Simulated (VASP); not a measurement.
# PbS in VASP: further runs

The runs below take PbS through single point, with PBE.

Everything below comes from runs of VASP 6.6.1. Logs are shortened: lines on timing, memory, paths and dates and some standing lists are left out, and cuts for length are marked.

### Step 1. The cell of the first run

The cell holds a slab with vacuum, 4 atoms: a = 4.193 Å, b = 4.193 Å, c = 22.259 Å, α = 93.80°, β = 93.80°, γ = 90.00°.

### Step 2. Single point, PBE

The input, INCAR:

```
SYSTEM = PbS
PREC = Accurate
ENCUT = 520
EDIFF = 1E-7
ISMEAR = -1
SIGMA = 0.02
LREAL = .False.
LASPH = .True.
NELM = 100
ALGO = Normal
ISIF = 2
LWAVE = .False.
LCHARG = .False.
GGA = PE
NBANDS = 28
```

The input, KPOINTS:

```
Automatic mesh
0
Gamma
  6 6 2
  0 0 0
```

The input, POSCAR:

```
PbS
1.0
    2.9646834814     -2.9646840554     -0.0000051386
    2.9646834814      2.9646840554     -0.0000051386
   -2.0856050981      0.0000000000     22.1612863754
Pb S
2 2
Direct
    0.7373195477      0.7171325633      0.9352364734
    0.2828674367      0.2626804523      0.0647635266
    0.2408129866      0.2203999710      0.9448777147
    0.7796000290      0.7591870134      0.0551222853
```

Potentials or basis: VASP PAW PBE potentials, release 64 (Pb_d, S).

Run with:

```sh
cat potpaw_PBE.64/Pb_d/POTCAR potpaw_PBE.64/S/POTCAR > POTCAR
mpirun -np 1 vasp_std > vasp.out
```

OUTCAR:

```text
SYSTEM = PbS
   PREC = Accurate
   ENCUT = 520
   EDIFF = 1E-7
   ISMEAR = -1
   LREAL = .False.
   LASPH = .True.
   NELM = 100
   ISIF = 2
   GGA = PE

 ion  position               nearest neighbor table
   1  0.737  0.717  0.935-   4 2.66   3 2.97   3 2.97   3 2.97   3 2.97   2 4.13   2 4.13   2 4.13
                             2 4.13
   2  0.283  0.263  0.065-   3 2.66   4 2.97   4 2.97   4 2.97   4 2.97   1 4.13   1 4.13   1 4.13
                             1 4.13
   3  0.241  0.220  0.945-   2 2.66   1 2.97   1 2.97   1 2.97   1 2.97
   4  0.780  0.759  0.055-   1 2.66   2 2.97   2 2.97   2 2.97   2 2.97

  LATTYP: Found a base centered monoclinic cell.
 ALAT       =     5.9293669628
 B/A-ratio  =     1.0000001936
 C/A-ratio  =     3.7540615425
 COS(beta)  =    -0.0936980087

  Lattice vectors:

 A1 = (   2.9646834814,  -2.9646840554,  -0.0000051386)
 A2 = (   2.9646834814,   2.9646840554,  -0.0000051386)
 A3 = (  -2.0856050981,   0.0000000000,  22.1612863754)

Analysis of symmetry for initial positions (statically):
=====================================================================
 Subroutine PRICEL returns:
 Original cell was already a primitive cell.

 Routine SETGRP: Setting up the symmetry group for a
 base centered monoclinic supercell.

 Subroutine GETGRP returns: Found  2 space group operations
 (whereof  2 operations were pure point group operations)
 out of a pool of  4 trial point group operations.

The static configuration has the point symmetry C_2 .

Analysis of symmetry for dynamics (positions and initial velocities):
=====================================================================
 Subroutine PRICEL returns:
 Original cell was already a primitive cell.

 Routine SETGRP: Setting up the symmetry group for a
 base centered monoclinic supercell.

 Subroutine GETGRP returns: Found  2 space group operations
 (whereof  2 operations were pure point group operations)
 out of a pool of  4 trial point group operations.

The dynamic configuration has the point symmetry C_2 .

 Subroutine INISYM returns: Found  2 space group operations
 (whereof  2 operations are pure point group operations),
 and found     1 'primitive' translations

----------------------------------------------------------------------------------------

                                     Primitive cell

  volume of cell :     389.5665

  direct lattice vectors                    reciprocal lattice vectors
     2.964683481 -2.964684055 -0.000005139     0.168652095 -0.168652035  0.015871898
     2.964683481  2.964684055 -0.000005139     0.168652095  0.168652035  0.015871898
    -2.085605098  0.000000000 22.161286375     0.000000078  0.000000000  0.045123742

  length of vectors
     4.192695993  4.192695993 22.259208486     0.239037561  0.239037561  0.045123742

  position of ions in fractional coordinates (direct lattice)
     0.737319548  0.717132563  0.935236473
     0.282867437  0.262680452  0.064763527
     0.240812987  0.220399971  0.944877715
     0.779600029  0.759187013  0.055122285

  ion indices of the primitive-cell ions
   primitive index   ion index
                 1           1
                 2           2
                 3           3
                 4           4

----------------------------------------------------------------------------------------

 KPOINTS: Automatic mesh

Automatic generation of k-mesh.
 Grid dimensions read from file:
 generate k-points for:    6    6    2

 Generating k-lattice:

  Cartesian coordinates                     Fractional coordinates (reciprocal lattice)
     0.028108683 -0.028108673  0.002645316     0.166666667  0.000000000 -0.000000000
     0.028108683  0.028108673  0.002645316     0.000000000  0.166666667 -0.000000000
     0.000000039  0.000000000  0.022561871     0.000000000  0.000000000  0.500000000

  Length of vectors
     0.039839593  0.039839593  0.022561871

  Shift w.r.t. Gamma in fractional coordinates (k-lattice)
     0.000000000  0.000000000  0.000000000

 Subroutine IBZKPT returns following result:
 ===========================================

 Found     26 irreducible k-points:

 Following reciprocal coordinates:
            Coordinates               Weight
  0.000000  0.000000  0.000000      1.000000
  0.166667 -0.000000  0.000000      4.000000
  0.333333 -0.000000  0.000000      4.000000
  0.500000  0.000000  0.000000      2.000000
  0.166667  0.166667  0.000000      2.000000
  0.333333  0.166667  0.000000      4.000000
[... 16 lines left out ...]
  0.333333  0.333333  0.500000      2.000000
  0.500000  0.333333  0.500000      4.000000
 [... further k-points ...]
   k-points           NKPTS =     26   k-points in BZ     NKDIM =     26   number of bands    NBANDS=     28
   number of dos      NEDOS =    301   number of ions     NIONS =      4
   total plane-waves  NPLWV = 172032
   dimension x,y,z NGX =    32 NGY =   32 NGZ =  168
   dimension x,y,z NGXF=    64 NGYF=   64 NGZF=  336
   ions per type =               2   2
   NGX,Y,Z   is equivalent  to a cutoff of  12.69, 12.69, 12.55 a.u.
   NGXF,Y,Z  is equivalent  to a cutoff of  25.38, 25.38, 25.09 a.u.
 SYSTEM =  PbS
   PREC   = accura    normal or accurate (medium, high low for compatibility)
   ISTART =      0    job   : 0-new  1-cont  2-samecut
   ICHARG =      2    charge: 1-file 2-atom 10-const
   ISPIN  =      1    spin polarized calculation?
   LNONCOLLINEAR =      F non collinear calculations
   LSORBIT =      F    spin-orbit coupling
   LASPH  =      T    aspherical Exc in radial PAW
   ENCUT  =  520.0 eV  38.22 Ry    6.18 a.u.   7.80  7.80 41.39*2*pi/ulx,y,z
   NELM   =    100;   NELMIN=  2; NELMDL= -5     # of ELM steps
   EDIFF  = 0.1E-06   stopping-criterion for ELM
   LREAL  =      F    real-space projection
   EDIFFG = 0.1E-05   stopping-criterion for IOM
   NSW    =      0    number of steps for IOM
   IBRION =     -1    ionic relax: 0-MD 1-quasi-New 2-CG
   NFREE  =      0    steps in history (QN), initial steepest desc. (CG)
   ISIF   =      2    stress and relaxation
   ISYM   =      2    0-nonsym 1-usesym 2-fastsym
   POTIM  = 0.5000    time-step for ionic-motion
   TEBEG  =    0.0;   TEEND  =   0.0 temperature during run
   PSTRESS=    0.0 pullay stress
   NELECT =      40.0000    total number of electrons
   NUPDOWN=      -1.0000    fix difference up-down
   EMIN   =  10.00;   EMAX   =-10.00  energy-range for DOS
   EFERMI =   0.00;   METHOD = LEGACY
   ISMEAR =    -1;   SIGMA  =   0.02  broadening in eV -4-tet -1-fermi 0-gaus
   EFERMI_NEDOS =   21; number of points for ismear=-14 and -15
   IALGO  =     38    algorithm
   IMIX   =      4    mixing-type and parameters
     AMIX     =   0.40;   BMIX     =  1.00
     AMIX_MAG =   1.60;   BMIX_MAG =  1.00
  volume/ion in A,a.u.               =      97.39       657.23
  Fermi-wavevector in a.u.,A,eV,Ry     =   0.766598  1.448660  7.995767  0.587672
  Thomas-Fermi vector in A             =   1.866972
   LORBIT       =      0    0 simple, 1 ext, 2 COOP (PROOUT), +10 PAW based schemes
   GGA     = PE    functional components
   LHFCALC =     F    Hartree Fock is set to
   AEXX    =    0.0000 exact exchange contribution
   IVDW    =     0    specifies the selected vdW correction
   LEPSILON=     F    determine dielectric tensor
   LRPA    =     F    only Hartree local field effects (RPA)
 non-spin polarized calculation
  energy-cutoff  :      520.00
  volume of cell :      389.57
 maximum number of plane-waves:     10523
   NGX = 15   NGY = 15   NGZ = 83

 number of electron      39.9999994 magnetization

 Free energy of the ion-electron system (eV)
  ---------------------------------------------------
  ext. energy  EPLUGINS =         0.00000000
  ---------------------------------------------------
  free energy    TOTEN  =       -17.28329846 eV

  energy without entropy =      -17.28329846  energy(sigma->0) =      -17.28329846

 E-fermi :  -1.5188     XC(G=0):  -3.0747

 val. band max:       -2.0168380984   @ k =   0.3333  -0.0000   0.5000
 cond. band min:      -0.0152655825   @ k =   0.0000   0.0000   0.5000
 fundamental gap:      2.0015725160
 Fermi energy:        -1.5188064624

 k-point     1 :       0.0000    0.0000    0.0000
  band No.  band energies     occupation
      1     -18.1715      2.00000
      2     -18.0627      2.00000
      3     -18.0459      2.00000
      4     -18.0412      2.00000
      5     -18.0195      2.00000
      6     -18.0133      2.00000
[... 20 lines left out ...]
     27       3.4356      0.00000
     28       3.7738      0.00000

 k-point     2 :       0.1667   -0.0000    0.0000
  band No.  band energies     occupation
      1     -18.1552      2.00000
      2     -18.0535      2.00000
      3     -18.0458      2.00000
      4     -18.0348      2.00000
      5     -18.0272      2.00000
      6     -18.0211      2.00000
[... 20 lines left out ...]
     27       3.0683      0.00000
     28       3.7135      0.00000

 k-point     3 :       0.3333   -0.0000    0.0000
  band No.  band energies     occupation
      1     -18.1186      2.00000
      2     -18.0579      2.00000
      3     -18.0411      2.00000
      4     -18.0372      2.00000
      5     -18.0355      2.00000
      6     -18.0213      2.00000
[... 20 lines left out ...]
     27       3.3809      0.00000
     28       3.6058      0.00000

 k-point     4 :       0.5000    0.0000    0.0000
  band No.  band energies     occupation
      1     -18.0829      2.00000
      2     -18.0828      2.00000
      3     -18.0465      2.00000
      4     -18.0465      2.00000
      5     -18.0243      2.00000
      6     -18.0243      2.00000
[... 578 lines left out ...]
     27       3.3407      0.00000
     28       3.4622      0.00000

 k-point    23 :       0.3333    0.3333    0.5000
  band No.  band energies     occupation
      1     -18.1411      2.00000
      2     -18.1186      2.00000
      3     -18.0324      2.00000
      4     -18.0307      2.00000
      5     -18.0259      2.00000
      6     -18.0070      2.00000
[... 20 lines left out ...]
     27       4.1297      0.00000
     28       4.4210      0.00000

 k-point    24 :       0.5000    0.3333    0.5000
  band No.  band energies     occupation
      1     -18.1453      2.00000
      2     -18.1453      2.00000
      3     -18.0335      2.00000
      4     -18.0335      2.00000
      5     -18.0164      2.00000
      6     -18.0164      2.00000
[... 20 lines left out ...]
     27       4.4302      0.00000
     28       4.4304      0.00000

 [... further k-points ...]

------------------------ aborting loop because EDIFF is reached ----------------------------------------

  FORCE on cell =-STRESS in cart. coord.  units (eV):
  Direction    XX          YY          ZZ          XY          YZ          ZX
  --------------------------------------------------------------------------------------
  -------------------------------------------------------------------------------------
  Total        1.0883663      1.0883610      0.9236308      0.0000000      0.0000000     -0.0000070
  in kB        4.4761436      4.4761221      3.7986329      0.0000000      0.0000000     -0.0000290
  external PRESSURE =       4.2502995 kB  Pullay stress =       0.0000000 kB

 VOLUME and BASIS-vectors are now :
 -----------------------------------------------------------------------------
  energy-cutoff  :      520.00
  volume of cell :      389.57
      direct lattice vectors                 reciprocal lattice vectors
     2.964683481 -2.964684055 -0.000005139     0.168652095 -0.168652035  0.015871898
     2.964683481  2.964684055 -0.000005139     0.168652095  0.168652035  0.015871898
    -2.085605098  0.000000000 22.161286375     0.000000078  0.000000000  0.045123742

 POSITION                                       TOTAL-FORCE (eV/Angst)
 -----------------------------------------------------------------------------------
      2.36146     -0.05985     20.72604         0.000167     -0.000427     -0.157505
      1.48231     -0.05985      1.43524        -0.000167     -0.000427      0.157505
     -0.60329     -0.06052     20.93970        -0.000053      0.000427     -0.211004
      4.44705     -0.06052      1.22157         0.000053      0.000427      0.211004
 -----------------------------------------------------------------------------------
    total drift:                               -0.000000     -0.000834      0.000000

  FREE ENERGIE OF THE ION-ELECTRON SYSTEM (eV)
  ---------------------------------------------------
  free  energy   TOTEN  =       -17.2832984568 eV

  energy  without entropy=      -17.2832984568  energy(sigma->0) =      -17.28329846
```

Run time: 8.4 min. Hardware: 1 thread of Oxide Virtual Turin-like, shared host; peak memory 0.53 GiB.

Results:

```
Free energy            : -17.2833 eV
Largest force          : 0.211 eV/Å
Band gap on the k mesh : 2.00 eV (least direct gap 2.07 eV)
```

Forces on the atoms (eV/Å):
```
Pb   0.000  0.000 -0.158
Pb   0.000  0.000  0.158
S    0.000  0.000 -0.211
S    0.000  0.000  0.211
```

Caveat: there is no dipole correction, which matters where the two faces differ; spin-orbit coupling is left out, which moves the levels of the heavy elements.

### Step 3. Single point, PBE (uniaxial x strain +3.7%)

The input, INCAR:

```
SYSTEM = PbS
ALGO = Normal
EDIFF = 1E-6
ENCUT = 520
GGA = PE
ISIF = 2
ISMEAR = -1
LASPH = .True.
LCHARG = .False.
LREAL = .False.
LWAVE = .False.
NBANDS = 28
NELM = 60
PREC = Accurate
SIGMA = 0.02
```

The input, KPOINTS:

```
k-points
0
Gamma
  6 6 2
  0 0 0
```

The input, POSCAR:

```
PbS
1.0
    3.0740803019     -2.9646840554     -0.0000051386
    3.0740803019      2.9646840554     -0.0000051386
   -2.1625639263      0.0000000000     22.1612863754
Pb S
2 2
Direct
    0.7377955941      0.7176005528      0.9365738650
    0.2823994472      0.2622044059      0.0634261350
    0.2405285797      0.2201236211      0.9440766262
    0.7798763789      0.7594714203      0.0559233738
```

Potentials or basis: VASP PAW PBE potentials, release 64 (Pb_d, S).

Run with:

```sh
cat potpaw_PBE.64/Pb_d/POTCAR potpaw_PBE.64/S/POTCAR > POTCAR
mpirun -np 1 vasp_std > vasp.out
```

Wall time 9.3 min (1 thread of Oxide Virtual Turin-like, shared host); peak memory 0.55 GiB.

The run converged. Its results:

| Item | Value |
| --- | --- |
| Free energy | -17.2735 eV |
| Largest force | 0.217 eV/Å |
| Band gap on the k mesh | 2.11 eV (least direct gap 2.18 eV) |

Forces in eV/Å, atoms in the order of the input:
```
Pb   0.000  0.000 -0.154
Pb   0.000  0.000  0.154
S    0.000  0.000 -0.217
S    0.000  0.000  0.217
```

Levels at points of the mesh, in eV from the valence-band top:
```csv
k point,band 17,band 18,band 19,band 20,band 21,band 22,band 23,band 24
"(0.00, 0.00, 0.00)",-2.13,-1.30,-1.02,-0.07,2.25,4.15,4.94,4.94
"(0.50, 0.00, 0.00)",-0.91,-0.91,-0.07,-0.07,2.11,2.11,3.18,3.18
"(0.50, 0.50, 0.00)",-2.48,-2.38,-1.37,-1.13,4.26,4.52,4.89,5.32
"(0.00, 0.00, 0.50)",-2.13,-1.30,-1.02,-0.07,2.25,4.16,4.73,4.94
"(0.50, 0.00, 0.50)",-0.91,-0.91,-0.07,-0.07,2.11,2.11,3.18,3.18
"(0.50, 0.50, 0.50)",-2.48,-2.38,-1.37,-1.13,4.26,4.52,4.89,5.32
```

Caveat: the cell differs from its parent crystal (uniaxial x strain +3.7%); there is no dipole correction, which matters where the two faces differ; spin-orbit coupling is left out, which moves the levels of the heavy elements.

(Part 1 of 2 ends here.)
